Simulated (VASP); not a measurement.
# CoO (Fm-3m) in VASP: notebook, part 2 of 2

VASP 6.6.1.

## (3) Single point, PBE+U, collinear spin, ferromagnetic start

Contents of INCAR:

```
SYSTEM = CoO
ALGO = Normal
EDIFF = 1E-7
ENCUT = 520
GGA = PE
ISIF = 2
ISMEAR = -1
ISPIN = 2
LASPH = .TRUE.
LCHARG = .FALSE.
LDAU = .TRUE.
LDAUJ = 0 0
LDAUL = 2 -1
LDAUPRINT = 1
LDAUTYPE = 2
LDAUU = 4.8 0
LMAXMIX = 4
LORBIT = 11
LREAL = .FALSE.
LWAVE = .FALSE.
MAGMOM = 2.26 0
NBANDS = 18
NELM = 150
NUPDOWN = 2.26
PREC = Accurate
SIGMA = 0.02
```

Contents of KPOINTS:

```
k-points
0
G
  9 9 9
  0 0 0
```

Contents of POSCAR:

```
CoO
1.0
    0.0000000000      2.1315000000      2.1315000000
    2.1315000000      0.0000000000      2.1315000000
    2.1315000000      2.1315000000      0.0000000000
Co O
1 1
Direct
    0.0000000000      0.0000000000      0.0000000000
    0.5000000000      0.5000000000      0.5000000000
```

Potentials or basis: VASP PAW PBE potentials, release 64 (Co, O).

Started as:

```
$ cat potpaw_PBE.64/Co/POTCAR potpaw_PBE.64/O/POTCAR > POTCAR
$ mpirun -np 1 vasp_std > vasp.out
```

OUTCAR:

```text
SYSTEM = CoO
   EDIFF = 1E-7
   ENCUT = 520
   GGA = PE
   ISIF = 2
   ISMEAR = -1
   ISPIN = 2
   LASPH = .TRUE.
   LORBIT = 11
   LREAL = .FALSE.
   NELM = 150
   NUPDOWN = 2.26
   PREC = Accurate

 ion  position               nearest neighbor table
   1  0.000  0.000  0.000-   2 2.13   2 2.13   2 2.13   2 2.13   2 2.13   2 2.13
   2  0.500  0.500  0.500-   1 2.13   1 2.13   1 2.13   1 2.13   1 2.13   1 2.13

  LATTYP: Found a face centered cubic cell.
 ALAT       =     4.2630000000

  Lattice vectors:

 A1 = (   0.0000000000,   2.1315000000,   2.1315000000)
 A2 = (   2.1315000000,   0.0000000000,   2.1315000000)
 A3 = (   2.1315000000,   2.1315000000,   0.0000000000)

Analysis of symmetry for initial positions (statically):
=====================================================================
 Subroutine PRICEL returns:
 Original cell was already a primitive cell.

 Routine SETGRP: Setting up the symmetry group for a
 face centered cubic supercell.

 Subroutine GETGRP returns: Found 48 space group operations
 (whereof 48 operations were pure point group operations)
 out of a pool of 48 trial point group operations.

The static configuration has the point symmetry O_h .

Analysis of symmetry for dynamics (positions and initial velocities):
=====================================================================
 Subroutine PRICEL returns:
 Original cell was already a primitive cell.

 Routine SETGRP: Setting up the symmetry group for a
 face centered cubic supercell.

 Subroutine GETGRP returns: Found 48 space group operations
 (whereof 48 operations were pure point group operations)
 out of a pool of 48 trial point group operations.

The dynamic configuration has the point symmetry O_h .

[... 183 lines left out ...]
  o =  0.9681  v =  0.0000 -0.9138  0.0000 -0.4061 -0.0000  0.0000  0.0000  0.0000  0.0000  0.0000      0.0000  0.0000  0.0000  0.0000  0.0000  0.0000  0.0000  0.0000  0.0000  0.0000
  o =  0.9681  v =  1.0000  0.0000  0.0000  0.0000  0.0000  0.0000  0.0000  0.0000  0.0000  0.0000      0.0000  0.0000  0.0000  0.0000  0.0000  0.0000  0.0000  0.0000  0.0000  0.0000

 number of electron      15.0000008 magnetization       2.2600000

 Free energy of the ion-electron system (eV)
  ---------------------------------------------------
  ext. energy  EPLUGINS =         0.00000000
  ---------------------------------------------------
  free energy    TOTEN  =       -10.47696266 eV

  energy without entropy =      -10.46574486  energy(sigma->0) =      -10.47135376

 E-fermi :   6.8955     XC(G=0): -12.3542

 val. band max:        6.8933599209   @ k =  -0.3333   0.4444   0.2222
 cond. band min:       6.7091197805   @ k =   0.4444   0.1111   0.0000
 fundamental gap:     -0.1842401404
 Fermi energy:         6.6996909292

 spin component 1

 k-point     1 :       0.0000    0.0000    0.0000
  band No.  band energies     occupation
      1     -12.2294      1.00000
      2       2.9599      1.00000
      3       2.9600      1.00000
      4       3.2461      1.00000
      5       3.2462      1.00000
      6       3.2462      1.00000
[... 1001 lines left out ...]
     17      39.0801      0.00000
     18      39.0801      0.00000

 [... further k-points ...]

------------------------ aborting loop because EDIFF is reached ----------------------------------------

  FORCE on cell =-STRESS in cart. coord.  units (eV):
  Direction    XX          YY          ZZ          XY          YZ          ZX
  --------------------------------------------------------------------------------------
  -------------------------------------------------------------------------------------
  Total       -0.5742438     -0.5742438     -0.5742438      0.0000000      0.0000000     -0.0000000
  in kB      -47.5029810    -47.5029810    -47.5029810      0.0000000      0.0000000     -0.0000000
  external PRESSURE =     -47.5029810 kB  Pullay stress =       0.0000000 kB

 VOLUME and BASIS-vectors are now :
 -----------------------------------------------------------------------------
  energy-cutoff  :      520.00
  volume of cell :       19.37
      direct lattice vectors                 reciprocal lattice vectors
     0.000000000  2.131500000  2.131500000    -0.234576589  0.234576589  0.234576589
     2.131500000  0.000000000  2.131500000     0.234576589 -0.234576589  0.234576589
     2.131500000  2.131500000  0.000000000     0.234576589  0.234576589 -0.234576589

 POSITION                                       TOTAL-FORCE (eV/Angst)
 -----------------------------------------------------------------------------------
      0.00000      0.00000      0.00000         0.000000      0.000000      0.000000
      2.13150      2.13150      2.13150         0.000000      0.000000      0.000000
 -----------------------------------------------------------------------------------
    total drift:                                0.000000     -0.000000     -0.000000

  FREE ENERGIE OF THE ION-ELECTRON SYSTEM (eV)
  ---------------------------------------------------
  free  energy   TOTEN  =       -10.4769626579 eV

  energy  without entropy=      -10.4657448600  energy(sigma->0) =      -10.47135376

 total charge

# of ion       s       p       d       tot
------------------------------------------
    1        0.286   0.345   7.262   7.894
    2        1.560   3.406   0.000   4.966
--------------------------------------------------
tot          1.846   3.751   7.262  12.859

 magnetization (x)

# of ion       s       p       d       tot
------------------------------------------
    1        0.024   0.018   2.281   2.323
    2        0.016  -0.055   0.000  -0.040
--------------------------------------------------
tot          0.040  -0.038   2.281   2.283
```

OSZICAR:

```text
N       E                     dE             d eps       ncg     rms          rms(c)
DAV:   1     0.832387057552E+02    0.83239E+02   -0.67043E+03  2608   0.976E+02
DAV:   2    -0.597848646164E+01   -0.89217E+02   -0.79211E+02  2648   0.225E+02
DAV:   3    -0.111465571314E+02   -0.51681E+01   -0.49892E+01  2958   0.571E+01
DAV:   4    -0.111994428173E+02   -0.52886E-01   -0.52839E-01  3010   0.560E+00
DAV:   5    -0.112005269519E+02   -0.10841E-02   -0.10840E-02  3062   0.802E-01    0.136E+01
DAV:   6    -0.109784179544E+02    0.22211E+00   -0.12289E+01  3296   0.565E+01    0.150E+01
DAV:   7    -0.102730747917E+02    0.70534E+00   -0.36689E+00  2848   0.354E+01    0.657E+00
DAV:   8    -0.104110293805E+02   -0.13795E+00   -0.19247E-01  2874   0.488E+00    0.366E+00
DAV:   9    -0.104715361190E+02   -0.60507E-01   -0.60927E-02  3332   0.381E+00    0.606E-01
DAV:  10    -0.104757768770E+02   -0.42408E-02   -0.11748E-02  2968   0.160E+00    0.160E-01
DAV:  11    -0.104765268310E+02   -0.74995E-03   -0.13317E-03  3400   0.477E-01    0.103E-01
DAV:  12    -0.104768551193E+02   -0.32829E-03   -0.30812E-04  3036   0.229E-01    0.449E-02
DAV:  13    -0.104769605092E+02   -0.10539E-03   -0.98420E-05  3182   0.122E-01    0.146E-02
DAV:  14    -0.104769626712E+02   -0.21620E-05   -0.11329E-05  3090   0.364E-02    0.370E-03
DAV:  15    -0.104769626579E+02    0.13381E-07   -0.74133E-07  2650   0.700E-03
   1 F= -.10476963E+02 E0= -.10471354E+02  d E =-.112178E-01  mag=     2.2600
```

Wall time 25 s (1 thread of Intel Xeon 6975P-C (Granite Rapids), shared host); peak memory 0.15 GiB.

Results:

- Free energy: -10.4770 eV
- Pressure: -4.8 GPa
- Net moment: 2.26 μB per cell
- Site moments: Co +2.32; O -0.04 μB
- Valence electrons inside the program's atomic spheres: Co 7.89; O 4.97

Eigenvalues of the final occupation matrices:
```tsv
site	spin	trace	eigenvalues
site 1 d	1	4.79	0.94 0.94 0.97 0.97 0.97
site 1 d	2	2.50	0.10 0.10 0.77 0.77 0.77
```

Caveat: the cell stands under tension; the total moment is fixed, so each spin has its own Fermi level; a cell with one magnetic atom can't hold antiferromagnetic order, which such compounds often take.

## (4) Single point, PBE+U, collinear spin, ferromagnetic start

Contents of INCAR:

```
SYSTEM = CoO
ALGO = Normal ; EDIFF = 1E-6
ENCUT = 520 ; GGA = PE
ISIF = 2 ; ISMEAR = -1
ISPIN = 2 ; LASPH = .TRUE.
LCHARG = .FALSE. ; LDAU = .TRUE.
LDAUJ = 0 0 ; LDAUL = 2 -1
LDAUPRINT = 1 ; LDAUTYPE = 2
LDAUU = 4.8 0 ; LMAXMIX = 4
LORBIT = 11 ; LREAL = .FALSE.
LWAVE = .FALSE. ; MAGMOM = 3.39 0
NBANDS = 18 ; NELM = 150
NUPDOWN = 3.39 ; PREC = Accurate
SIGMA = 0.02
```

KPOINTS is that of step 3.

POSCAR is that of step 3.

Started as:

```
$ cat potpaw_PBE.64/Co/POTCAR potpaw_PBE.64/O/POTCAR > POTCAR
$ mpirun -np 1 vasp_std > vasp.out
```

Wall time 24 s (1 thread of Intel Xeon 6975P-C (Granite Rapids), shared host); peak memory 0.15 GiB.

Results (log left out):

```
Free energy                                           : -9.6730 eV
Pressure                                              : 6.4 GPa
Net moment                                            : 3.39 μB per cell
Site moments                                          : Co +2.95; O +0.37 μB
Valence electrons inside the program's atomic spheres : Co 7.76; O 5.00
```

Eigenvalues of the final occupation matrices:
| site | spin | trace | eigenvalues |
| --- | --- | --- | --- |
| site 1 d | 1 | 4.96 | 0.97 0.97 0.97 1.02 1.02 |
| site 1 d | 2 | 2.10 | 0.13 0.13 0.61 0.61 0.61 |

Caveat: the cell stands under pressure; the total moment is fixed, so each spin has its own Fermi level; a cell with one magnetic atom can't hold antiferromagnetic order, which such compounds often take. The state reached can hang on the start; a lower one may exist.

## (5) Single point, PBE+U, collinear spin, ferromagnetic start

Contents of INCAR:

```
SYSTEM = CoO
ALGO = Normal
EDIFF = 1E-6
ENCUT = 520
GGA = PE
ISIF = 2
ISMEAR = -1
ISPIN = 2
LASPH = .True.
LCHARG = .True.
LDAU = .True.
LDAUJ = 0 0
LDAUL = 2 -1
LDAUPRINT = 1
LDAUTYPE = 2
LDAUU = 4.8 0
LELF = .True.
LMAXMIX = 4
LORBIT = 11
LREAL = .False.
LVHAR = .True.
LWAVE = .False.
MAGMOM = 4.52 0
NBANDS = 18
NELM = 150
NUPDOWN = 4.52
PREC = Accurate
SIGMA = 0.02
```

Contents of KPOINTS:

```
k-points
0
Gamma
  9 9 9
  0 0 0
```

POSCAR is that of step 4.

Potentials or basis: VASP PAW PBE potentials, release 64 (Co, O).

Started as:

```
$ cat potpaw_PBE.64/Co/POTCAR potpaw_PBE.64/O/POTCAR > POTCAR
$ mpirun -np 1 vasp_std > vasp.out
```

OUTCAR:

```text
SYSTEM = CoO
   EDIFF = 1E-6
   ENCUT = 520
   GGA = PE
   ISIF = 2
   ISMEAR = -1
   ISPIN = 2
   LASPH = .True.
   LORBIT = 11
   LREAL = .False.
   NELM = 150
   NUPDOWN = 4.52
   PREC = Accurate

 ion  position               nearest neighbor table
   1  0.000  0.000  0.000-   2 2.13   2 2.13   2 2.13   2 2.13   2 2.13   2 2.13
   2  0.500  0.500  0.500-   1 2.13   1 2.13   1 2.13   1 2.13   1 2.13   1 2.13

  LATTYP: Found a face centered cubic cell.
 ALAT       =     4.2630000000

  Lattice vectors:

 A1 = (   0.0000000000,   2.1315000000,   2.1315000000)
[... 1258 lines left out ...]
  external PRESSURE =     322.0222523 kB  Pullay stress =       0.0000000 kB

 VOLUME and BASIS-vectors are now :
 -----------------------------------------------------------------------------
  energy-cutoff  :      520.00
  volume of cell :       19.37
      direct lattice vectors                 reciprocal lattice vectors
     0.000000000  2.131500000  2.131500000    -0.234576589  0.234576589  0.234576589
     2.131500000  0.000000000  2.131500000     0.234576589 -0.234576589  0.234576589
     2.131500000  2.131500000  0.000000000     0.234576589  0.234576589 -0.234576589

 POSITION                                       TOTAL-FORCE (eV/Angst)
 -----------------------------------------------------------------------------------
      0.00000      0.00000      0.00000        -0.000000      0.000000      0.000000
      2.13150      2.13150      2.13150         0.000000     -0.000000      0.000000
 -----------------------------------------------------------------------------------
    total drift:                                0.000000     -0.000000     -0.000000

  FREE ENERGIE OF THE ION-ELECTRON SYSTEM (eV)
  ---------------------------------------------------
  free  energy   TOTEN  =        -5.7473640953 eV

  energy  without entropy=       -5.7421109644  energy(sigma->0) =       -5.74473753

 total charge

# of ion       s       p       d       tot
------------------------------------------
    1        0.458   0.457   6.743   7.658
    2        1.616   3.346   0.000   4.962
--------------------------------------------------
tot          2.074   3.803   6.743  12.620

 magnetization (x)

# of ion       s       p       d       tot
------------------------------------------
    1        0.196   0.126   3.190   3.512
    2        0.096   0.590   0.000   0.686
--------------------------------------------------
tot          0.293   0.715   3.190   4.198
```

It took 26 s on 1 thread of Intel Xeon 6975P-C (Granite Rapids), shared host; peak memory 0.15 GiB.

What came out:

```
Free energy                                           : -5.7474 eV
Pressure                                              : 32.2 GPa
Net moment                                            : 4.52 μB per cell
Site moments                                          : Co +3.51; O +0.69 μB
Valence electrons inside the program's atomic spheres : Co 7.66; O 4.96
```

Eigenvalues of the final occupation matrices:
| site | spin | trace | eigenvalues |
| --- | --- | --- | --- |
| site 1 d | 1 | 4.98 | 0.98 0.98 0.98 1.02 1.02 |
| site 1 d | 2 | 1.78 | 0.19 0.19 0.47 0.47 0.47 |

Caveat: the cell stands under pressure; the total moment is fixed, so each spin has its own Fermi level; a cell with one magnetic atom can't hold antiferromagnetic order, which such compounds often take. The state reached can hang on the start; a lower one may exist.

## (6) Single point, PBE+U, collinear spin, ferromagnetic start

Contents of INCAR:

```
ALGO = Normal
EDIFF = 1E-7
ENCUT = 520
GGA = PE
ISIF = 2
ISMEAR = -1
ISPIN = 2
LASPH = True
LCHARG = True
LDAU = True
LDAUJ = 0 0
LDAUL = 2 -1
LDAUPRINT = 1
LDAUTYPE = 2
LDAUU = 4.8 0
LELF = True
LMAXMIX = 4
LORBIT = 11
LREAL = False
LVHAR = True
LWAVE = False
MAGMOM = 0.56 0
NBANDS = 18
NELM = 150
NUPDOWN = 0.56
PREC = Accurate
SIGMA = 0.02
```

Contents of KPOINTS:

```
k-points
0
Gamma
  9 9 9
```

POSCAR is that of step 5.

Potentials or basis: VASP PAW PBE potentials, release 64 (Co, O).

Started as:

```
$ cat potpaw_PBE.64/Co/POTCAR potpaw_PBE.64/O/POTCAR > POTCAR
$ mpirun -np 1 vasp_std > vasp.out
```

OUTCAR:

```text
EDIFF = 1E-7
   ENCUT = 520
   GGA = PE
   ISIF = 2
   ISMEAR = -1
   ISPIN = 2
   LASPH = True
   LORBIT = 11
   LREAL = False
   NELM = 150
   NUPDOWN = 0.56
   PREC = Accurate

 ion  position               nearest neighbor table
   1  0.000  0.000  0.000-   2 2.13   2 2.13   2 2.13   2 2.13   2 2.13   2 2.13
   2  0.500  0.500  0.500-   1 2.13   1 2.13   1 2.13   1 2.13   1 2.13   1 2.13

  LATTYP: Found a face centered cubic cell.
 ALAT       =     4.2630000000

  Lattice vectors:

 A1 = (   0.0000000000,   2.1315000000,   2.1315000000)
 A2 = (   2.1315000000,   0.0000000000,   2.1315000000)
 A3 = (   2.1315000000,   2.1315000000,   0.0000000000)
[... 1257 lines left out ...]

 VOLUME and BASIS-vectors are now :
 -----------------------------------------------------------------------------
  energy-cutoff  :      520.00
  volume of cell :       19.37
      direct lattice vectors                 reciprocal lattice vectors
     0.000000000  2.131500000  2.131500000    -0.234576589  0.234576589  0.234576589
     2.131500000  0.000000000  2.131500000     0.234576589 -0.234576589  0.234576589
     2.131500000  2.131500000  0.000000000     0.234576589  0.234576589 -0.234576589

 POSITION                                       TOTAL-FORCE (eV/Angst)
 -----------------------------------------------------------------------------------
      0.00000      0.00000      0.00000         0.000000      0.000000      0.000000
      2.13150      2.13150      2.13150         0.000000      0.000000      0.000000
 -----------------------------------------------------------------------------------
    total drift:                                0.000000     -0.000000     -0.000000

  FREE ENERGIE OF THE ION-ELECTRON SYSTEM (eV)
  ---------------------------------------------------
  free  energy   TOTEN  =        -9.9216827663 eV

  energy  without entropy=       -9.9185713282  energy(sigma->0) =       -9.92012705

 total charge

# of ion       s       p       d       tot
------------------------------------------
    1        0.276   0.323   7.363   7.961
    2        1.559   3.376   0.000   4.935
--------------------------------------------------
tot          1.834   3.699   7.363  12.896

 magnetization (x)

# of ion       s       p       d       tot
------------------------------------------
    1        0.008   0.004   0.743   0.755
    2        0.006  -0.179   0.000  -0.174
--------------------------------------------------
tot          0.014  -0.176   0.743   0.581
```

OSZICAR:

```text
N       E                     dE             d eps       ncg     rms          rms(c)
DAV:   1     0.827629615956E+02    0.82763E+02   -0.66369E+03  2600   0.970E+02
DAV:   2    -0.465378713683E+01   -0.87417E+02   -0.76675E+02  2660   0.222E+02
DAV:   3    -0.959761599740E+01   -0.49438E+01   -0.47024E+01  2954   0.556E+01
DAV:   4    -0.965018146288E+01   -0.52565E-01   -0.52477E-01  3000   0.553E+00
DAV:   5    -0.965132987693E+01   -0.11484E-02   -0.11482E-02  3000   0.828E-01    0.119E+01
DAV:   6    -0.103062644139E+02   -0.65493E+00   -0.10773E+01  3248   0.469E+01    0.124E+01
DAV:   7    -0.939162669985E+01    0.91464E+00   -0.64197E+00  3052   0.409E+01    0.474E+00
DAV:   8    -0.980799925287E+01   -0.41637E+00   -0.36756E-01  3028   0.894E+00    0.172E+00
DAV:   9    -0.990955580482E+01   -0.10156E+00   -0.14896E-01  3076   0.432E+00    0.810E-01
DAV:  10    -0.991899486110E+01   -0.94391E-02   -0.13199E-02  3128   0.113E+00    0.379E-01
DAV:  11    -0.992123950178E+01   -0.22446E-02   -0.24116E-03  3242   0.694E-01    0.186E-01
DAV:  12    -0.992156420294E+01   -0.32470E-03   -0.62937E-04  3232   0.393E-01    0.852E-02
DAV:  13    -0.992167291895E+01   -0.10872E-03   -0.48081E-04  3454   0.225E-01    0.225E-02
DAV:  14    -0.992168260475E+01   -0.96858E-05   -0.40724E-05  3138   0.550E-02    0.529E-03
DAV:  15    -0.992168267044E+01   -0.65691E-07   -0.15023E-06  3168   0.973E-03    0.217E-03
DAV:  16    -0.992168276633E+01   -0.95887E-07   -0.11620E-07  2246   0.359E-03
   1 F= -.99216828E+01 E0= -.99201270E+01  d E =-.311144E-02  mag=     0.5600
```

stdout:

```text
POSCAR found type information on POSCAR CoO
 POSCAR found :  2 types and       2 ions
 scaLAPACK will be used
 LDA part: xc-table for (Slater+PW92), standard interpolation
 POSCAR, INCAR and KPOINTS ok, starting setup
 FFT: planning ... GRIDC
 FFT: planning ... GRID_SOFT
 FFT: planning ... GRID
 WAVECAR not read
 entering main loop
```

Wall time 27 s (1 thread of Intel Xeon 6975P-C (Granite Rapids), shared host); peak memory 0.15 GiB.

What came out:

```yaml
Free_energy: -9.9217 eV
Pressure: -16.8 GPa
Net_moment: 0.56 μB per cell
Site_moments: Co +0.76; O -0.17 μB
Valence_electrons_inside_the_program's_atomic_spheres: Co 7.96; O 4.93
```

Eigenvalues of the final occupation matrices:
| site | spin | trace | eigenvalues |
| --- | --- | --- | --- |
| site 1 d | 1 | 4.07 | 0.59 0.59 0.96 0.96 0.96 |
| site 1 d | 2 | 3.32 | 0.21 0.21 0.97 0.97 0.97 |

Caveat: the cell stands under tension; the total moment is fixed, so each spin has its own Fermi level; a cell with one magnetic atom can't hold antiferromagnetic order, which such compounds often take. The state reached can hang on the start; a lower one may exist.

## (7) Overview

| fixed moment (μB) | pressure (GPa) | moment (μB) |
| --- | --- | --- |
| 1.13 | -11.2 | 1.13 |
| 2.26 | -4.8 | 2.26 |
| 3.39 | 6.4 | 3.39 |
| 4.52 | 32.2 | 4.52 |
| 0.56 | -16.8 | 0.56 |

Alike in all rows: task single point; level PBE+U; potentials or basis VASP PAW PBE potentials, release 64 (Co, O); spin collinear, ferromagnetic start; Co d U = 4.8 eV; cell as given; k mesh 9 × 9 × 9; cutoff (eV) 520; smearing fermi-dirac 0.02 eV.

Caveats: the total moment is fixed, so each spin has its own Fermi level; a cell with one magnetic atom can't hold antiferromagnetic order, which such compounds often take; the cell stands under tension (at least some runs); the cell stands under pressure (at least some runs).

Total energies depend on the potentials used, so only differences within one code and one set of settings carry meaning.
